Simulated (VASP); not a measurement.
# TiSi2 (P6/mmm) in VASP: further runs

TiSi2 is run at these levels: PBE; tasks: single point.

Everything below comes from runs of VASP 6.6.1. Logs are shortened: lines on timing, memory, paths and dates and some standing lists are left out, and cuts for length are marked.

### 1 The cell of the first run

The structure is hexagonal, space group P6/mmm (No. 191). Conventional cell: a = 4.383 Å, b = 4.383 Å, c = 2.550 Å, α = 90.00°, β = 90.00°, γ = 120.00°. Within 3.4 Å of Ti (site symmetry 6/mmm) lie 2 Ti at 2.55 Å and 12 Si at 2.83 Å. Within 3.3 Å of Si (site symmetry -6m2) lie 5 Si at 2.53 to 2.55 Å and 6 Ti at 2.83 Å.

### 2 Single point, PBE

Input file INCAR:

```
SYSTEM = TiSi2
PREC = Accurate ; ENCUT = 520
EDIFF = 1E-7 ; ISMEAR = -1
SIGMA = 0.05 ; LREAL = .FALSE.
LASPH = .TRUE. ; NELM = 80
ALGO = Normal ; ISIF = 2
LWAVE = .FALSE. ; LCHARG = .FALSE.
GGA = PE ; NBANDS = 17
```

Input file KPOINTS:

```
Automatic mesh
0
G
  7 7 10
  0 0 0
```

Input file POSCAR:

```
TiSi2
1.0
    4.3830179343      0.0000000000      0.0000000000
   -2.1915089672      3.7958048764      0.0000000000
    0.0000000000      0.0000000000      2.5496585839
Ti Si
1 2
Direct
    0.0000000000      0.0000000000      0.0000000000
    0.3333333333      0.6666666667      0.5000000000
    0.6666666667      0.3333333333      0.5000000000
```

Potentials or basis: VASP PAW PBE potentials, release 64 (Ti_sv, Si).

Command:

```console
$ cat potpaw_PBE.64/Ti_sv/POTCAR potpaw_PBE.64/Si/POTCAR > POTCAR
$ mpirun -np 1 vasp_std > vasp.out
```

OUTCAR:

```text
SYSTEM = TiSi2
   PREC = Accurate
   ENCUT = 520
   EDIFF = 1E-7
   ISMEAR = -1
   LREAL = .FALSE.
   LASPH = .TRUE.
   NELM = 80
   ISIF = 2
   GGA = PE

 ion  position               nearest neighbor table
   1  0.000  0.000  0.000-   2 2.83   3 2.83   2 2.83   3 2.83   3 2.83   3 2.83   2 2.83   2 2.83
                             3 2.83   3 2.83   2 2.83   2 2.83
   2  0.333  0.667  0.500-   3 2.53   3 2.53   3 2.53   1 2.83   1 2.83   1 2.83   1 2.83   1 2.83
                             1 2.83
   3  0.667  0.333  0.500-   2 2.53   2 2.53   2 2.53   1 2.83   1 2.83   1 2.83   1 2.83   1 2.83
                             1 2.83

  LATTYP: Found a hexagonal cell.
 ALAT       =     4.3830179343
 C/A-ratio  =     0.5817130165

  Lattice vectors:

 A1 = (   4.3830179343,   0.0000000000,   0.0000000000)
 A2 = (  -2.1915089672,   3.7958048764,   0.0000000000)
 A3 = (   0.0000000000,   0.0000000000,   2.5496585839)

Analysis of symmetry for initial positions (statically):
=====================================================================
 Subroutine PRICEL returns:
 Original cell was already a primitive cell.

 Routine SETGRP: Setting up the symmetry group for a
 hexagonal supercell.

 Subroutine GETGRP returns: Found 24 space group operations
 (whereof 24 operations were pure point group operations)
 out of a pool of 24 trial point group operations.

The static configuration has the point symmetry D_6h.

Analysis of symmetry for dynamics (positions and initial velocities):
=====================================================================
 Subroutine PRICEL returns:
 Original cell was already a primitive cell.

 Routine SETGRP: Setting up the symmetry group for a
 hexagonal supercell.

 Subroutine GETGRP returns: Found 24 space group operations
 (whereof 24 operations were pure point group operations)
 out of a pool of 24 trial point group operations.

The dynamic configuration has the point symmetry D_6h.

 Subroutine INISYM returns: Found 24 space group operations
 (whereof 24 operations are pure point group operations),
 and found     1 'primitive' translations

----------------------------------------------------------------------------------------

                                     Primitive cell

[... 89 lines left out ...]
   LASPH  =      T    aspherical Exc in radial PAW
   ENCUT  =  520.0 eV  38.22 Ry    6.18 a.u.   8.15  8.15  4.74*2*pi/ulx,y,z
   NELM   =     80;   NELMIN=  2; NELMDL= -5     # of ELM steps
   EDIFF  = 0.1E-06   stopping-criterion for ELM
   LREAL  =      F    real-space projection
   EDIFFG = 0.1E-05   stopping-criterion for IOM
   NSW    =      0    number of steps for IOM
   IBRION =     -1    ionic relax: 0-MD 1-quasi-New 2-CG
   NFREE  =      0    steps in history (QN), initial steepest desc. (CG)
   ISIF   =      2    stress and relaxation
   ISYM   =      2    0-nonsym 1-usesym 2-fastsym
   POTIM  = 0.5000    time-step for ionic-motion
   TEBEG  =    0.0;   TEEND  =   0.0 temperature during run
   PSTRESS=    0.0 pullay stress
   NELECT =      20.0000    total number of electrons
   NUPDOWN=      -1.0000    fix difference up-down
   EMIN   =  10.00;   EMAX   =-10.00  energy-range for DOS
   EFERMI =   0.00;   METHOD = LEGACY
   ISMEAR =    -1;   SIGMA  =   0.05  broadening in eV -4-tet -1-fermi 0-gaus
   EFERMI_NEDOS =   21; number of points for ismear=-14 and -15
   IALGO  =     38    algorithm
   IMIX   =      4    mixing-type and parameters
     AMIX     =   0.40;   BMIX     =  1.00
     AMIX_MAG =   1.60;   BMIX_MAG =  1.00
  volume/ion in A,a.u.               =      14.14        95.42
  Fermi-wavevector in a.u.,A,eV,Ry     =   1.274183  2.407857 22.089631  1.623542
  Thomas-Fermi vector in A             =   2.406965
   LORBIT       =      0    0 simple, 1 ext, 2 COOP (PROOUT), +10 PAW based schemes
   GGA     = PE    functional components
   LHFCALC =     F    Hartree Fock is set to
   AEXX    =    0.0000 exact exchange contribution
   IVDW    =     0    specifies the selected vdW correction
   LEPSILON=     F    determine dielectric tensor
   LRPA    =     F    only Hartree local field effects (RPA)
 non-spin polarized calculation
  energy-cutoff  :      520.00
  volume of cell :       42.42
 maximum number of plane-waves:      1160
 NGX is ok and might be reduce to    36
   NGX = 17   NGY = 17   NGZ =  9

 number of electron      20.0000000 magnetization

 Free energy of the ion-electron system (eV)
  ---------------------------------------------------
  ext. energy  EPLUGINS =         0.00000000
  ---------------------------------------------------
  free energy    TOTEN  =       -19.41952008 eV

  energy without entropy =      -19.40316761  energy(sigma->0) =      -19.41134384

 E-fermi :  10.5782     XC(G=0): -11.6749

 val. band max:       10.5649357305   @ k =   0.4286   0.0000   0.4000
 cond. band min:      10.5864557365   @ k =   0.2857   0.0000   0.1000
 fundamental gap:      0.0215200059
 Fermi energy:        10.5781721440

 k-point     1 :       0.0000    0.0000    0.0000
  band No.  band energies     occupation
      1     -46.1451      2.00000
      2     -22.4592      2.00000
      3     -22.4592      2.00000
      4     -21.8014      2.00000
      5      -2.6173      2.00000
      6       5.3279      2.00000
[... 457 lines left out ...]
      4     -22.1939      2.00000
      5       0.2545      2.00000
      6       1.1749      2.00000
[... 9 lines left out ...]
     16      14.8258      0.00000
     17      15.9642      0.00000

 [... further k-points ...]

------------------------ aborting loop because EDIFF is reached ----------------------------------------

  FORCE on cell =-STRESS in cart. coord.  units (eV):
  Direction    XX          YY          ZZ          XY          YZ          ZX
  --------------------------------------------------------------------------------------
  -------------------------------------------------------------------------------------
  Total       -0.0264995     -0.0264995     -0.0211325      0.0000000     -0.0000000     -0.0000000
  in kB       -1.0008952     -1.0008952     -0.7981810      0.0000000     -0.0000000     -0.0000000
  external PRESSURE =      -0.9333238 kB  Pullay stress =       0.0000000 kB

 VOLUME and BASIS-vectors are now :
 -----------------------------------------------------------------------------
  energy-cutoff  :      520.00
  volume of cell :       42.42
      direct lattice vectors                 reciprocal lattice vectors
     4.383017934  0.000000000  0.000000000     0.228153299  0.131724368  0.000000000
    -2.191508967  3.795804876  0.000000000     0.000000000  0.263448737  0.000000000
     0.000000000  0.000000000  2.549658584     0.000000000  0.000000000  0.392209375

 POSITION                                       TOTAL-FORCE (eV/Angst)
 -----------------------------------------------------------------------------------
      0.00000      0.00000      0.00000         0.000000      0.000000     -0.000000
     -0.00000      2.53054      1.27483        -0.000000      0.000000      0.000000
      2.19151      1.26527      1.27483         0.000000      0.000000     -0.000000
 -----------------------------------------------------------------------------------
    total drift:                                0.000000     -0.000000      0.000000

  FREE ENERGIE OF THE ION-ELECTRON SYSTEM (eV)
  ---------------------------------------------------
  free  energy   TOTEN  =       -19.4195200785 eV

  energy  without entropy=      -19.4031676110  energy(sigma->0) =      -19.41134384
```

OSZICAR:

```text
N       E                     dE             d eps       ncg     rms          rms(c)
DAV:   1     0.134019993415E+03    0.13402E+03   -0.95554E+03  1632   0.121E+03
DAV:   2    -0.119406457019E+02   -0.14596E+03   -0.14209E+03  1690   0.323E+02
DAV:   3    -0.208224340117E+02   -0.88818E+01   -0.86752E+01  2401   0.727E+01
DAV:   4    -0.210760072721E+02   -0.25357E+00   -0.25260E+00  1987   0.112E+01
DAV:   5    -0.210837330734E+02   -0.77258E-02   -0.77233E-02  2403   0.191E+00    0.118E+01
DAV:   6    -0.203366393329E+02    0.74709E+00   -0.22562E+01  2100   0.339E+01    0.681E+00
DAV:   7    -0.194643244484E+02    0.87231E+00   -0.59920E+00  2069   0.186E+01    0.386E+00
DAV:   8    -0.194407231819E+02    0.23601E-01   -0.62735E-01  1987   0.684E+00    0.155E+00
DAV:   9    -0.194191700548E+02    0.21553E-01   -0.13903E-01  1928   0.344E+00    0.347E-01
DAV:  10    -0.194195226279E+02   -0.35257E-03   -0.44317E-03  2081   0.488E-01    0.131E-01
DAV:  11    -0.194195064038E+02    0.16224E-04   -0.48906E-04  2054   0.152E-01    0.643E-02
DAV:  12    -0.194195200931E+02   -0.13689E-04   -0.38903E-05  1924   0.533E-02    0.143E-02
DAV:  13    -0.194195199968E+02    0.96281E-07   -0.33200E-06  2214   0.101E-02    0.460E-03
DAV:  14    -0.194195200785E+02   -0.81668E-07   -0.21469E-07  1746   0.409E-03
   1 F= -.19419520E+02 E0= -.19411344E+02  d E =-.163525E-01
```

stdout:

```text
POSCAR found type information on POSCAR TiSi
 POSCAR found :  2 types and       3 ions
 scaLAPACK will be used
 LDA part: xc-table for (Slater+PW92), standard interpolation
 POSCAR, INCAR and KPOINTS ok, starting setup
 FFT: planning ... GRIDC
 FFT: planning ... GRID_SOFT
 FFT: planning ... GRID
 WAVECAR not read
 entering main loop
```

Wall time 46 s (1 thread of Intel Xeon 8259CL, shared host); peak memory 0.18 GiB.

What came out:

| Quantity | Value |
| --- | --- |
| Free energy | -19.4195 eV |
| Pressure | -0.1 GPa |
| Band gap on the k mesh | zero (band 10 reaches 11.32 eV, above the bottom of band 11 at 8.65 eV) |

### 3 Single point, PBE

Input file INCAR:

```
SYSTEM = TiSi2
ALGO = Normal
EDIFF = 1E-6
ENCUT = 520
GGA = PE
ISIF = 2
ISMEAR = -1
LASPH = .TRUE.
LCHARG = .FALSE.
LREAL = .FALSE.
LWAVE = .FALSE.
NBANDS = 17
NELM = 100
PREC = Accurate
SIGMA = 0.05
```

Input file KPOINTS:

```
k-points
0
G
  7 7 10
  0 0 0
```

Input file POSCAR:

```
TiSi2
1.0
    4.3830185583      0.0000000000      0.0000000000
   -2.1915092792      3.7958054168      0.0000000000
    0.0000000000      0.0000000000      2.5496577700
Ti Si
1 2
Direct
    0.0000000000      0.0000000000      0.0000000000
    0.3333333333      0.6666666667      0.5000000000
    0.6666666667      0.3333333333      0.5000000000
```

Potentials or basis: VASP PAW PBE potentials, release 64 (Ti_sv, Si).

Command:

```console
$ cat potpaw_PBE.64/Ti_sv/POTCAR potpaw_PBE.64/Si/POTCAR > POTCAR
$ mpirun -np 1 vasp_std > vasp.out
```

It took 41 s on 1 thread of Intel Xeon 8259CL, shared host; peak memory 0.18 GiB.

The run converged. Its results:

* Free energy: -19.4195 eV
* Pressure: -0.1 GPa
* Band gap on the k mesh: zero (band 10 reaches 11.32 eV, above the bottom of band 11 at 8.65 eV)

Levels at points of the mesh, in eV from the Fermi level:
```
           k point  band 8  band 9  band 10  band 11  band 12  band 13
(0.00, 0.00, 0.00)   -5.16   -1.66    -1.00    -1.00     2.91     2.91
(0.00, 0.00, 0.50)   -2.29   -0.89    -0.81    -0.81    -0.27    -0.27
```
